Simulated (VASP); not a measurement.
# BaTiO3 (Barioperovskite) (Amm2) in VASP: a series of runs

The runs below take BaTiO3 (Barioperovskite) through single point, with PBEsol.

All numbers are computed with VASP 6.6.1; they aren't measurements. Logs are shortened: lines on timing, memory, paths and dates and some standing lists are left out, and cuts for length are marked.

## 1. The cell of the first run

It takes space group Amm2 (No. 38, orthorhombic). The conventional cell has a = 3.904 Å, b = 5.558 Å, c = 5.574 Å, α = 90.00°, β = 90.00°, γ = 90.00°. Ba (site symmetry mm2) has 12 O at 2.72 to 2.86 Å and 8 Ti at 3.35 to 3.46 Å within 3.6 Å. Ti (site symmetry mm2) has 6 O at 1.89 to 2.05 Å within 2.5 Å. Within 2.6 Å of O (site symmetry mm2) lie 2 Ti at 1.96 Å. O (site symmetry m) has 2 Ti at 1.89 to 2.05 Å within 2.5 Å.

## 2. Single point, PBEsol

File INCAR:

```
SYSTEM = BaTiO3
ALGO = Normal
EDIFF = 1E-6
ENCUT = 520
GGA = PS
ISIF = 2
ISMEAR = 0
LASPH = .True.
LCHARG = .False.
LREAL = .False.
LWAVE = .False.
NBANDS = 28
NELM = 60
PREC = Accurate
SIGMA = 0.01
```

File KPOINTS:

```
k-points
0
Gamma
  6 6 6
  0 0 0
```

File POSCAR:

```
BaTiO3
1.0
    3.9041404363      0.0000000000      0.0000000000
    0.0000000000      2.7789878318      2.7870694172
    0.0000000000     -2.7789878318      2.7870694172
Ba Ti O
1 1 3
Direct
    0.0000000000      0.0000000000      0.0000000000
    0.5000000000      0.5124000000      0.5124000000
    0.0000000000      0.4874000000      0.4874000000
    0.5000000000      0.5052400000      0.9918400000
    0.5000000000      0.9918400000      0.5052400000
```

Potentials or basis: VASP PAW PBE potentials, release 64 (Ba_sv, Ti_sv, O).

Launch:

```bash
$ cat potpaw_PBE.64/Ba_sv/POTCAR potpaw_PBE.64/Ti_sv/POTCAR potpaw_PBE.64/O/POTCAR > POTCAR
$ mpirun -np 1 vasp_std > vasp.out
```

OUTCAR:

```text
SYSTEM = BaTiO3
   EDIFF = 1E-6
   ENCUT = 520
   GGA = PS
   ISIF = 2
   ISMEAR = 0
   LASPH = .True.
   LREAL = .False.
   NELM = 60
   PREC = Accurate

 ion  position               nearest neighbor table
   1  0.000  0.000  0.000-   3 2.72   4 2.76   5 2.76   4 2.76   5 2.76   3 2.78   3 2.78   4 2.79
                             5 2.79   5 2.79   4 2.79   3 2.86   2 3.35   2 3.35   2 3.40   2 3.40
   2  0.500  0.512  0.512-   4 1.89   5 1.89   3 1.96   3 1.96   5 2.05   4 2.05   1 3.35   1 3.35
                             1 3.40   1 3.40   1 3.40   1 3.40   1 3.46   1 3.46
   3  0.000  0.487  0.487-   2 1.96   2 1.96   1 2.72   1 2.78   1 2.78   1 2.86
   4  0.500  0.505  0.992-   2 1.89   2 2.05   1 2.76   1 2.76   1 2.79   1 2.79
   5  0.500  0.992  0.505-   2 1.89   2 2.05   1 2.76   1 2.76   1 2.79   1 2.79

  LATTYP: Found a base centered orthorhombic cell.
 ALAT       =     5.5579756636
 B/A-ratio  =     1.0029081039
 C/A-ratio  =     0.7024392823

  Lattice vectors:

 A1 = (   0.0000000000,   2.7789878318,  -2.7870694172)
 A2 = (   0.0000000000,   2.7789878318,   2.7870694172)
 A3 = (   3.9041404363,   0.0000000000,   0.0000000000)

Analysis of symmetry for initial positions (statically):
=====================================================================
 Subroutine PRICEL returns:
 Original cell was already a primitive cell.

 Routine SETGRP: Setting up the symmetry group for a
 base centered orthorhombic supercell.

 Subroutine GETGRP returns: Found  4 space group operations
 (whereof  4 operations were pure point group operations)
 out of a pool of  8 trial point group operations.

The static configuration has the point symmetry C_2v.

Analysis of symmetry for dynamics (positions and initial velocities):
=====================================================================
 Subroutine PRICEL returns:
 Original cell was already a primitive cell.

 Routine SETGRP: Setting up the symmetry group for a
 base centered orthorhombic supercell.

 Subroutine GETGRP returns: Found  4 space group operations
 (whereof  4 operations were pure point group operations)
 out of a pool of  8 trial point group operations.

The dynamic configuration has the point symmetry C_2v.

 Subroutine INISYM returns: Found  4 space group operations
 (whereof  4 operations are pure point group operations),
 and found     1 'primitive' translations

[... 100 lines left out ...]
   EDIFF  = 0.1E-05   stopping-criterion for ELM
   LREAL  =      F    real-space projection
   EDIFFG = 0.1E-04   stopping-criterion for IOM
   NSW    =      0    number of steps for IOM
   IBRION =     -1    ionic relax: 0-MD 1-quasi-New 2-CG
   NFREE  =      0    steps in history (QN), initial steepest desc. (CG)
   ISIF   =      2    stress and relaxation
   ISYM   =      2    0-nonsym 1-usesym 2-fastsym
   POTIM  = 0.5000    time-step for ionic-motion
   TEBEG  =    0.0;   TEEND  =   0.0 temperature during run
   PSTRESS=    0.0 pullay stress
   NELECT =      40.0000    total number of electrons
   NUPDOWN=      -1.0000    fix difference up-down
   EMIN   =  10.00;   EMAX   =-10.00  energy-range for DOS
   EFERMI =   0.00;   METHOD = LEGACY
   ISMEAR =     0;   SIGMA  =   0.01  broadening in eV -4-tet -1-fermi 0-gaus
   EFERMI_NEDOS =   21; number of points for ismear=-14 and -15
   IALGO  =     38    algorithm
   IMIX   =      4    mixing-type and parameters
     AMIX     =   0.40;   BMIX     =  1.00
     AMIX_MAG =   1.60;   BMIX_MAG =  1.00
  volume/ion in A,a.u.               =      12.10        81.62
  Fermi-wavevector in a.u.,A,eV,Ry     =   1.426368  2.695444 27.681397  2.034525
  Thomas-Fermi vector in A             =   2.546652
   LORBIT       =      0    0 simple, 1 ext, 2 COOP (PROOUT), +10 PAW based schemes
   GGA     = PS    functional components
   LHFCALC =     F    Hartree Fock is set to
   AEXX    =    0.0000 exact exchange contribution
   IVDW    =     0    specifies the selected vdW correction
   LEPSILON=     F    determine dielectric tensor
   LRPA    =     F    only Hartree local field effects (RPA)
 non-spin polarized calculation
 Gauss-broadening in eV      SIGMA  =   0.01
  energy-cutoff  :      520.00
  volume of cell :       60.48
 maximum number of plane-waves:      1649
 NGX is ok and might be reduce to    30
   NGX = 15   NGY = 15   NGZ = 15

 number of electron      40.0000008 magnetization

 Free energy of the ion-electron system (eV)
  ---------------------------------------------------
  ext. energy  EPLUGINS =         0.00000000
  ---------------------------------------------------
  free energy    TOTEN  =       -41.88821597 eV

  energy without entropy =      -41.88821597  energy(sigma->0) =      -41.88821597

 E-fermi :   4.2373     XC(G=0): -11.8240

 val. band max:        4.1537734824   @ k =   0.5000   0.5000   0.5000
 cond. band min:       6.0745707457   @ k =   0.0000   0.0000   0.0000
 fundamental gap:      1.9207972633
 Fermi energy:         4.2372688810

 k-point     1 :       0.0000    0.0000    0.0000
  band No.  band energies     occupation
      1     -51.8845      2.00000
      2     -28.2666      2.00000
      3     -28.2629      2.00000
      4     -28.2463      2.00000
      5     -20.4990      2.00000
      6     -12.7832      2.00000
[... 733 lines left out ...]
     27      12.6035      0.00000
     28      13.0495      0.00000

 [... further k-points ...]

------------------------ aborting loop because EDIFF is reached ----------------------------------------

  FORCE on cell =-STRESS in cart. coord.  units (eV):
  Direction    XX          YY          ZZ          XY          YZ          ZX
  --------------------------------------------------------------------------------------
  -------------------------------------------------------------------------------------
  Total        3.7464598      3.8090449      3.5314558      0.0000000      0.0000000      0.0000000
  in kB       99.2525782    100.9106067     93.5566158      0.0000000      0.0000000      0.0000000
  external PRESSURE =      97.9066002 kB  Pullay stress =       0.0000000 kB

 VOLUME and BASIS-vectors are now :
 -----------------------------------------------------------------------------
  energy-cutoff  :      520.00
  volume of cell :       60.48
      direct lattice vectors                 reciprocal lattice vectors
     3.904140436  0.000000000  0.000000000     0.256138327  0.000000000  0.000000000
     0.000000000  2.778987832  2.787069417     0.000000000  0.179921623  0.179399909
     0.000000000 -2.778987832  2.787069417     0.000000000 -0.179921623  0.179399909

 POSITION                                       TOTAL-FORCE (eV/Angst)
 -----------------------------------------------------------------------------------
      0.00000      0.00000      0.00000         0.000000     -0.000000      0.165910
      1.95207      0.00000      2.85619         0.000000     -0.000000     -0.154584
      0.00000      0.00000      2.71684         0.000000     -0.000000      0.186710
      1.95207     -1.35226      4.17247         0.000000     -0.231625     -0.099018
      1.95207      1.35226      4.17247         0.000000      0.231625     -0.099018
 -----------------------------------------------------------------------------------
    total drift:                                0.000000      0.000001     -0.000141

  FREE ENERGIE OF THE ION-ELECTRON SYSTEM (eV)
  ---------------------------------------------------
  free  energy   TOTEN  =       -41.8882159655 eV

  energy  without entropy=      -41.8882159655  energy(sigma->0) =      -41.88821597
```

stdout:

```text
POSCAR found type information on POSCAR BaTiO
 POSCAR found :  3 types and       5 ions
 scaLAPACK will be used
 -----------------------------------------------------------------------------
|                                                                             |
|                                                                             |
|     You enforced a specific xc type in the INCAR file but a different       |
|     I HOPE YOU KNOW WHAT YOU ARE DOING!                                     |
|                                                                             |
 -----------------------------------------------------------------------------

 LDA part: xc-table for (Slater+PW92), standard interpolation
 POSCAR, INCAR and KPOINTS ok, starting setup
 FFT: planning ... GRIDC
 FFT: planning ... GRID_SOFT
 FFT: planning ... GRID
 WAVECAR not read
 entering main loop
```

It took 52 s on 1 thread of Intel Xeon 6975P-C (Granite Rapids), shared host; peak memory 0.23 GiB.

Results:

| Quantity | Value |
| --- | --- |
| Free energy | -41.8882 eV |
| Pressure | 9.8 GPa |
| Largest force | 0.252 eV/Å |
| Band gap on the k mesh | 1.92 eV, indirect (least direct gap 2.06 eV) |

Forces in eV/Å, atoms in the order of the input:
```
Ba   0.000  0.000  0.166
Ti   0.000  0.000 -0.155
O    0.000  0.000  0.187
O    0.000 -0.232 -0.099
O    0.000  0.232 -0.099
```

Stress tensor (GPa, compression positive):
```
 9.93  0.00  0.00
 0.00 10.09  0.00
 0.00  0.00  9.36
```

Levels at points of the mesh, in eV from the valence-band top:
```
           k point  band 18  band 19  band 20  band 21  band 22  band 23
(0.00, 0.00, 0.00)    -0.32    -0.19    -0.14     1.92     1.99     2.18
(0.50, 0.00, 0.00)    -1.83    -0.83    -0.78     2.16     3.82     3.91
(0.00, 0.50, 0.00)    -1.80    -0.83    -0.74     2.22     3.85     3.88
(0.50, 0.50, 0.00)    -0.86    -0.84    -0.10     3.88     3.89     4.29
(0.00, 0.50, 0.50)    -0.88    -0.84    -0.15     3.86     3.93     4.29
(0.50, 0.50, 0.50)    -0.05    -0.01     0.00     4.55     4.61     4.62
```

Caveat: the PAW data sets were made with another functional, which shifts forces and pressure a little; spin-orbit coupling is left out, which moves the levels of the heavy elements. A hybrid or GW would open this gap; PBEsol tends to underestimate it.

## 3. Single point, PBEsol

This run uses another cell than the first one, of 12.35 Å³/atom, 1.021 times its volume.

File INCAR:

```
PREC     = Accurate       # precision mode
ENCUT    = 520            # plane-wave cutoff, eV
EDIFF    = 1E-6           # SCF threshold, eV
ISMEAR   = 0              # smearing method
SIGMA    = 0.01           # smearing width, eV
LREAL    = F              # projectors in reciprocal space
LASPH    = T              # aspherical terms in the spheres
NELM     = 80             # most SCF steps
ALGO     = Normal         # electronic algorithm
ISIF     = 2              # what is computed and relaxed
LWAVE    = F              # write WAVECAR
LCHARG   = F              # write CHGCAR
GGA      = PS             # functional
NBANDS   = 28             # bands
```

File KPOINTS:

```
Automatic mesh
0
Gamma
  6 6 6
```

POSCAR: that of step 2 with these lines changed.

```diff
@@ -2,5 +2,5 @@
 1.0
-    3.9041404363      0.0000000000      0.0000000000
-    0.0000000000      2.7789878318      2.7870694172
-    0.0000000000     -2.7789878318      2.7870694172
+    3.9316352889      0.0000000000      0.0000000000
+    0.0000000000      2.7985588135      2.8066973133
+    0.0000000000     -2.7985588135      2.8066973133
 Ba Ti O
```

Potentials or basis: VASP PAW PBE potentials, release 64 (Ba_sv, Ti_sv, O).

Launch:

```bash
$ cat potpaw_PBE.64/Ba_sv/POTCAR potpaw_PBE.64/Ti_sv/POTCAR potpaw_PBE.64/O/POTCAR > POTCAR
$ mpirun -np 1 vasp_std > vasp.out
```

Run time: 61 s. Hardware: 1 thread of Intel Xeon 6975P-C (Granite Rapids), shared host; peak memory 0.23 GiB.

The run converged. Its results:

* Free energy: -41.9503 eV
* Pressure: 5.4 GPa
* Largest force: 0.218 eV/Å
* Band gap on the k mesh: 1.88 eV, indirect (least direct gap 2.05 eV)

Forces on the atoms (eV/Å):
```
Ba   0.000  0.000  0.162
Ti   0.000  0.000 -0.036
O    0.000  0.000  0.199
O    0.000 -0.146 -0.163
O    0.000  0.146 -0.163
```

Stress tensor (GPa, compression positive):
```
5.49 0.00 0.00
0.00 5.65 0.00
0.00 0.00 4.96
```

Levels at points of the mesh, in eV from the valence-band top:
```tsv
k point	band 17	band 18	band 19	band 20	band 21	band 22	band 23	band 24
(0.00, 0.00, 0.00)	-1.18	-0.33	-0.21	-0.17	1.88	1.95	2.13	4.32
(0.50, 0.00, 0.00)	-1.90	-1.81	-0.83	-0.78	2.11	3.71	3.80	4.31
(0.00, 0.50, 0.00)	-1.92	-1.77	-0.83	-0.75	2.17	3.74	3.77	4.37
(0.50, 0.50, 0.00)	-1.71	-0.87	-0.86	-0.09	3.76	3.78	4.17	5.12
(0.00, 0.50, 0.50)	-1.66	-0.89	-0.85	-0.15	3.75	3.81	4.17	5.25
(0.50, 0.50, 0.50)	-2.38	-0.05	-0.01	0.00	4.42	4.47	4.48	6.72
```

Caveat: the PAW data sets were made with another functional, which shifts forces and pressure a little; spin-orbit coupling is left out, which moves the levels of the heavy elements. PBEsol gaps usually lie below the measured ones, often by a third to a half.

## 4. Single point, PBEsol

This run uses another cell than the first one, of 12.61 Å³/atom, 1.043 times its volume.

File INCAR:

```
SYSTEM = BaTiO3
PREC     = Accurate       ! precision mode
ENCUT    = 520            ! plane-wave cutoff, eV
EDIFF    = 1E-6           ! SCF threshold, eV
ISMEAR   = 0              ! smearing method
SIGMA    = 0.01           ! smearing width, eV
LREAL    = .FALSE.        ! projectors in reciprocal space
LASPH    = .TRUE.         ! aspherical terms in the spheres
NELM     = 100            ! most SCF steps
ALGO     = Normal         ! electronic algorithm
ISIF     = 2              ! what is computed and relaxed
LWAVE    = .FALSE.        ! write WAVECAR
LCHARG   = .FALSE.        ! write CHGCAR
GGA      = PS             ! functional
NBANDS   = 28             ! bands
```

File KPOINTS:

```
regular mesh
0
G
  6 6 6
  0 0 0
```

POSCAR: that of step 3 with these lines changed.

```diff
@@ -2,5 +2,5 @@
 1.0
-    3.9316352889      0.0000000000      0.0000000000
-    0.0000000000      2.7985588135      2.8066973133
-    0.0000000000     -2.7985588135      2.8066973133
+    3.9587508719      0.0000000000      0.0000000000
+    0.0000000000      2.8178598290      2.8260544582
+    0.0000000000     -2.8178598290      2.8260544582
 Ba Ti O
```

Launch:

```bash
$ cat potpaw_PBE.64/Ba_sv/POTCAR potpaw_PBE.64/Ti_sv/POTCAR potpaw_PBE.64/O/POTCAR > POTCAR
$ mpirun -np 1 vasp_std > vasp.out
```

It took 50 s on 1 thread of Intel Xeon 6975P-C (Granite Rapids), shared host; peak memory 0.23 GiB.

It converged, with:

```
Free energy            : -41.9786 eV
Pressure               : 1.4 GPa
Largest force          : 0.232 eV/Å
Band gap on the k mesh : 1.84 eV, indirect (least direct gap 2.03 eV)
```

Forces in eV/Å, atoms in the order of the input:
```
Ba   0.000  0.000  0.158
Ti   0.000  0.000  0.077
O    0.000  0.000  0.210
O    0.000 -0.066 -0.223
O    0.000  0.066 -0.223
```

Stress tensor (GPa, compression positive):
```
1.54 0.00 0.00
0.00 1.70 0.00
0.00 0.00 1.04
```

Levels at points of the mesh, in eV from the valence-band top:
```
           k point  band 16  band 17  band 18  band 19  band 20  band 21  band 22  band 23  band 24  band 25
(0.00, 0.00, 0.00)    -1.20    -1.14    -0.35    -0.23    -0.19     1.84     1.91     2.08     4.18     4.23
(0.50, 0.00, 0.00)    -2.09    -1.87    -1.78    -0.84    -0.79     2.06     3.61     3.69     4.16     6.07
(0.00, 0.50, 0.00)    -2.00    -1.89    -1.74    -0.83    -0.75     2.11     3.64     3.67     4.22     6.19
(0.50, 0.50, 0.00)    -2.79    -1.73    -0.89    -0.88    -0.09     3.66     3.67     4.06     4.94     7.85
(0.00, 0.50, 0.50)    -2.80    -1.67    -0.91    -0.87    -0.14     3.64     3.70     4.05     5.07     7.84
(0.50, 0.50, 0.50)    -2.41    -2.40    -0.05    -0.01     0.00     4.29     4.33     4.35     6.62     6.67
```

Caveat: the PAW data sets were made with another functional, which shifts forces and pressure a little; spin-orbit coupling is left out, which moves the levels of the heavy elements. Expect the measured gap to be larger: semilocal functionals such as PBEsol lack the derivative discontinuity.

## 5. Single point, PBEsol

This run uses another cell than the first one, of 12.87 Å³/atom, 1.064 times its volume.

File INCAR:

```
SYSTEM = BaTiO3
PREC = Accurate ; ENCUT = 520
EDIFF = 1E-7 ; ISMEAR = 0
SIGMA = 0.01 ; LREAL = .FALSE.
LASPH = .TRUE. ; NELM = 100
ALGO = Normal ; ISIF = 2
LWAVE = .FALSE. ; LCHARG = .FALSE.
GGA = PS ; NBANDS = 28
```

KPOINTS is that of step 4.

POSCAR: that of step 4 with these lines changed.

```diff
@@ -2,5 +2,5 @@
 1.0
-    3.9587508719      0.0000000000      0.0000000000
-    0.0000000000      2.8178598290      2.8260544582
-    0.0000000000     -2.8178598290      2.8260544582
+    3.9855000000      0.0000000000      0.0000000000
+    0.0000000000      2.8369000000      2.8451500000
+    0.0000000000     -2.8369000000      2.8451500000
 Ba Ti O
```

Launch:

```bash
$ cat potpaw_PBE.64/Ba_sv/POTCAR potpaw_PBE.64/Ti_sv/POTCAR potpaw_PBE.64/O/POTCAR > POTCAR
$ mpirun -np 1 vasp_std > vasp.out
```

Wall time 52 s (1 thread of Intel Xeon 6975P-C (Granite Rapids), shared host); peak memory 0.23 GiB.

It converged, with:

```
Free energy            : -41.9769 eV
Pressure               : -2.1 GPa
Largest force          : 0.278 eV/Å
Band gap on the k mesh : 1.80 eV, indirect (least direct gap 2.01 eV)
```

Forces on the atoms (eV/Å):
```
Ba   0.000  0.000  0.154
Ti   0.000  0.000  0.182
O    0.000  0.000  0.220
O    0.000  0.009 -0.278
O    0.000 -0.009 -0.278
```

Stress tensor (GPa, compression positive):
```
-2.02  0.00  0.00
 0.00 -1.87  0.00
 0.00  0.00 -2.49
```

Levels at points of the mesh, in eV from the valence-band top:
```tsv
k point	band 18	band 19	band 20	band 21	band 22	band 23
(0.00, 0.00, 0.00)	-0.36	-0.25	-0.21	1.80	1.87	2.03
(0.50, 0.00, 0.00)	-1.76	-0.84	-0.79	2.01	3.51	3.59
(0.00, 0.50, 0.00)	-1.71	-0.83	-0.75	2.06	3.53	3.56
(0.50, 0.50, 0.00)	-0.90	-0.89	-0.09	3.55	3.57	3.95
(0.00, 0.50, 0.50)	-0.92	-0.88	-0.14	3.54	3.60	3.94
(0.50, 0.50, 0.50)	-0.05	-0.01	0.00	4.16	4.21	4.22
```

Caveat: the PAW data sets were made with another functional, which shifts forces and pressure a little; spin-orbit coupling is left out, which moves the levels of the heavy elements.

## 6. The runs side by side

| cell | gap on the mesh (eV) | pressure (GPa) | largest force (eV/Å) |
| --- | --- | --- | --- |
| a = 3.904, b = 3.936, c = 3.936 Å, angles 89.8, 90.0, 90.0°, 5 atoms | 1.92 | 9.8 | 0.25 |
| a = 3.932, b = 3.964, c = 3.964 Å, angles 89.8, 90.0, 90.0°, 5 atoms | 1.88 | 5.4 | 0.22 |
| a = 3.959, b = 3.991, c = 3.991 Å, angles 89.8, 90.0, 90.0°, 5 atoms | 1.84 | 1.4 | 0.23 |
| a = 3.986, b = 4.018, c = 4.018 Å, angles 89.8, 90.0, 90.0°, 5 atoms | 1.80 | -2.1 | 0.28 |

Alike in all rows: task single point; level PBEsol; potentials or basis VASP PAW PBE potentials, release 64 (Ba_sv, Ti_sv, O); no spin polarisation; k mesh 6 × 6 × 6; cutoff (eV) 520; smearing gaussian 0.01 eV.

Caveats: the PAW data sets were made with another functional, which shifts forces and pressure a little; spin-orbit coupling is left out, which moves the levels of the heavy elements.

Absolute energies hang on the potentials; compare differences alone.
